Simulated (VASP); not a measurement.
# Ba2In3Au (P1) in VASP: a series of runs, part 2 of 2

VASP 6.6.1.

### 3 Single point, LDA

Contents of INCAR:

```
PREC = Accurate
ENCUT = 520
EDIFF = 1E-7
ISMEAR = -1
SIGMA = 0.3
LREAL = False
LASPH = True
NELM = 60
ALGO = Normal
ISIF = 2
LWAVE = False
LCHARG = True
LELF = True
LVHAR = True
NBANDS = 82
```

Contents of KPOINTS:

```
Automatic mesh
0
Gamma
  2 3 2
```

Contents of POSCAR:

```
Ba2In3Au
1.0
  -12.0199200000      0.0000000000      0.0000000000
    0.0000000000     -5.1246220000      0.0000000000
   -5.6515350000      0.0000000000      6.2479830000
Ba In Au
4 6 2
Direct
    0.5750793053      0.5843943222      0.6131418731
    0.4418463457      0.6202994094      0.2381728631
    0.0299004095     -0.0261092428      0.7068521153
    0.9495313925     -0.1303120503      0.2383969355
    0.1894341574      0.5111206251      0.2429103920
    0.2003090020      0.4663368342      0.7968811695
    0.8528473930      0.5106913251      0.0307779327
    0.6534951252      0.0060101994      0.2663419539
    0.5986443631      0.1073445027      0.9817408274
    0.4097657076      0.0889626591     -0.0892768114
    0.8181621832      0.3810037111      0.7582286956
    0.3345367928      0.0326658239      0.6968008716
```

Potentials or basis: VASP PAW LDA potentials, release 64 (Ba_sv, In_d, Au).

Command:

```bash
cat potpaw_LDA.64/Ba_sv/POTCAR potpaw_LDA.64/In_d/POTCAR potpaw_LDA.64/Au/POTCAR > POTCAR
mpirun -np 1 vasp_std > vasp.out
```

OUTCAR:

```text
PREC = Accurate
   ENCUT = 520
   EDIFF = 1E-7
   ISMEAR = -1
   LREAL = False
   LASPH = True
   NELM = 60
   ISIF = 2

 ion  position               nearest neighbor table
   1  0.575  0.584  0.613-  10 3.16  10 3.20   8 3.22  12 3.38   4 3.65   7 3.66   6 3.70  12 3.76
                             8 3.81  11 3.99   5 4.10   9 4.11   9 4.25   2 4.36   2 4.40
   2  0.442  0.620  0.238-   9 3.00   5 3.06   9 3.11   8 3.35   6 3.59  11 3.71  12 3.79  10 3.87
                             7 4.02  10 4.07   3 4.14   8 4.15   1 4.36   1 4.40
   3  0.030  0.974  0.707-  11 3.09   7 3.13   7 3.43  12 3.62   6 3.64   6 3.69   8 3.76  11 3.80
                             5 3.81   4 3.93   5 4.06   9 4.07   2 4.14   4 4.68
   4  0.950  0.870  0.238-   7 3.24   5 3.44   8 3.48   6 3.49   1 3.65  12 3.82   3 3.93   6 4.15
                             7 4.23  10 4.36   3 4.68
   5  0.189  0.511  0.243-   2 3.06  10 3.10   4 3.44  11 3.64   6 3.68  10 3.70   3 3.81   3 4.06
                             1 4.10
   6  0.200  0.466  0.797-  12 2.54  12 3.15   7 3.21   4 3.49   2 3.59   3 3.64   5 3.68   3 3.69
                             1 3.70  10 3.77   4 4.15
   7  0.853  0.511  0.031-  11 2.68   8 3.12   3 3.13   8 3.16   6 3.21   4 3.24   3 3.43   1 3.66
                             9 3.93   2 4.02   4 4.23
   8  0.653  0.006  0.266-   9 2.93  12 3.04   7 3.12   7 3.16   1 3.22   2 3.35   4 3.48   3 3.76
                             1 3.81   2 4.15
   9  0.599  0.107  0.982-  11 2.41  10 2.71   8 2.93   2 3.00   2 3.11   7 3.93   3 4.07   1 4.11
                             1 4.25
  10  0.410  0.089  0.911-  12 2.52   9 2.71   5 3.10   1 3.16   1 3.20   5 3.70   6 3.77   2 3.87
                             2 4.07   4 4.36
  11  0.818  0.381  0.758-   9 2.41   7 2.68   3 3.09   5 3.64   2 3.71   3 3.80   1 3.99
  12  0.335  0.033  0.697-  10 2.52   6 2.54   8 3.04   6 3.15   1 3.38   3 3.62   1 3.76   2 3.79
                             4 3.82

  LATTYP: Found a simple monoclinic cell.
 ALAT       =     8.4247931384
 B/A-ratio  =     0.6082786741
 C/A-ratio  =     1.0589607906
 COS(beta)  =    -0.0405276674

  Lattice vectors:

 A1 = (  -5.6515350000,   0.0000000000,   6.2479830000)
 A2 = (   0.0000000000,   5.1246220000,   0.0000000000)
 A3 = (  -6.3683850000,   0.0000000000,  -6.2479830000)

Analysis of symmetry for initial positions (statically):
[... 168 lines left out ...]
 Free energy of the ion-electron system (eV)
  ---------------------------------------------------
  ext. energy  EPLUGINS =         0.00000000
  ---------------------------------------------------
  free energy    TOTEN  =       -40.34062059 eV

  energy without entropy =      -38.05846009  energy(sigma->0) =      -39.19954034

 E-fermi :   4.7047     XC(G=0):  -9.6426

 val. band max:        4.6545865047   @ k =   0.0000   0.3333   0.5000
 cond. band min:       4.7702763118   @ k =   0.5000   0.0000   0.5000
 fundamental gap:      0.1156898071
 Fermi energy:         4.7046915389

 k-point     1 :       0.0000    0.0000    0.0000
  band No.  band energies     occupation
      1     -23.7023      2.00000
      2     -23.2997      2.00000
      3     -23.2905      2.00000
      4     -23.1652      2.00000
      5     -10.3283      2.00000
      6     -10.2442      2.00000
[... 669 lines left out ...]
     81       7.5411      0.00016
     82       7.5961      0.00013

------------------------ aborting loop because EDIFF is reached ----------------------------------------

  FORCE on cell =-STRESS in cart. coord.  units (eV):
  Direction    XX          YY          ZZ          XY          YZ          ZX
  --------------------------------------------------------------------------------------
  -------------------------------------------------------------------------------------
  Total        7.3199246      9.6407002      2.9175608      2.0148514      2.5403035     -0.5335927
  in kB       30.4729105     40.1343199     12.1458313      8.3878441     10.5753060     -2.2213511
  external PRESSURE =      27.5843539 kB  Pullay stress =       0.0000000 kB

 VOLUME and BASIS-vectors are now :
 -----------------------------------------------------------------------------
  energy-cutoff  :      520.00
  volume of cell :      384.86
      direct lattice vectors                 reciprocal lattice vectors
   -12.019920000  0.000000000  0.000000000    -0.083195229  0.000000000 -0.075253206
     0.000000000 -5.124622000  0.000000000     0.000000000 -0.195136344  0.000000000
    -5.651535000  0.000000000  6.247983000     0.000000000  0.000000000  0.160051652

 POSITION                                       TOTAL-FORCE (eV/Angst)
 -----------------------------------------------------------------------------------
    -10.37760     -2.99480      3.83090        -0.271842      0.832634     -0.050621
     -6.65700     -3.17880      1.48810        -0.701493      0.536876      1.223432
     -4.35420     -4.99082      4.41640        -0.015602     -0.276874     -1.191729
    -12.76060     -4.45682      1.48950        -1.061294     -0.997476      0.283585
     -3.64980     -2.61930      1.51770         1.120321      0.432196     -0.172500
     -6.91130     -2.38980      4.97890         0.287426     -1.210466      0.474692
    -10.42510     -2.61710      0.19230         0.248616      0.952397      0.879970
     -9.36020     -0.03080      1.66410         0.100478     -0.898616     -0.058232
    -12.74400     -0.55010      6.13390         0.430164      1.208811     -0.193072
    -10.07233     -0.45590      5.69018        -0.172326      0.051180      2.073639
    -14.11940     -1.95250      4.73740        -0.851481     -2.030509     -2.014908
     -7.95910     -0.16740      4.35360         0.887033      1.399847     -1.254256
 -----------------------------------------------------------------------------------
    total drift:                               -0.000366      0.000536      0.000618

  FREE ENERGIE OF THE ION-ELECTRON SYSTEM (eV)
  ---------------------------------------------------
  free  energy   TOTEN  =       -40.3406205872 eV

  energy  without entropy=      -38.0584600863  energy(sigma->0) =      -39.19954034
```

OSZICAR:

```text
N       E                     dE             d eps       ncg     rms          rms(c)
DAV:   1     0.170590478184E+04    0.17059E+04   -0.61021E+04  1312   0.192E+03
DAV:   2     0.271335278438E+03   -0.14346E+04   -0.13955E+04  1344   0.535E+02
DAV:   3    -0.142691976257E+02   -0.28560E+03   -0.27387E+03  1486   0.240E+02
DAV:   4    -0.413473434747E+02   -0.27078E+02   -0.26406E+02  1800   0.683E+01
[... 13 lines left out ...]
DAV:  18    -0.403406199815E+02   -0.38096E-06   -0.38071E-06   848   0.147E-03    0.182E-04
DAV:  19    -0.403406202326E+02   -0.25115E-06   -0.25077E-06   848   0.921E-04    0.146E-04
DAV:  20    -0.403406204007E+02   -0.16809E-06   -0.16781E-06   800   0.789E-04    0.793E-05
DAV:  21    -0.403406205119E+02   -0.11115E-06   -0.11124E-06   776   0.563E-04    0.708E-05
DAV:  22    -0.403406205872E+02   -0.75366E-07   -0.75193E-07   728   0.347E-04
   1 F= -.40340621E+02 E0= -.39199540E+02  d E =-.228216E+01
```

stdout:

```text
POSCAR found type information on POSCAR BaInAu
 POSCAR found :  3 types and      12 ions
 scaLAPACK will be used
 LDA part: xc-table for (Slater(with rela. corr.)+CA(PZ))
 , standard interpolation
 POSCAR, INCAR and KPOINTS ok, starting setup
 FFT: planning ... GRIDC
 FFT: planning ... GRID_SOFT
 FFT: planning ... GRID
 WAVECAR not read
 entering main loop
```

It took 11 min on 1 thread of Intel Xeon Platinum 8259CL at 2.50GHz (Skylake/Cascade Lake), shared host; peak memory 0.52 GiB.

What came out:

| Quantity | Value |
| --- | --- |
| Free energy | -40.3406 eV |
| Pressure | 2.8 GPa |
| Largest force | 2.985 eV/Å |
| Band gap on the k mesh | zero (bands 70 and 71 overlap by 0.15 eV) |

Forces in eV/Å, atoms in the order of the input:
```
Ba  -0.272  0.833 -0.051
Ba  -0.701  0.537  1.223
Ba  -0.016 -0.277 -1.192
Ba  -1.061 -0.997  0.284
In   1.120  0.432 -0.172
In   0.287 -1.210  0.475
In   0.249  0.952  0.880
In   0.100 -0.899 -0.058
In   0.430  1.209 -0.193
In  -0.172  0.051  2.074
Au  -0.851 -2.031 -2.015
Au   0.887  1.400 -1.254
```

Caveat: the k points lie up to 0.41 Å⁻¹ apart; so wide a smearing shifts energies and pressures; spin-orbit coupling is left out, which moves the levels of the heavy elements; forces of over 1 eV/Å act on the atoms, so gaps and moduli don't describe the material at rest.

The gap in the log of VASP goes by the Fermi energy; the results here count the filled bands.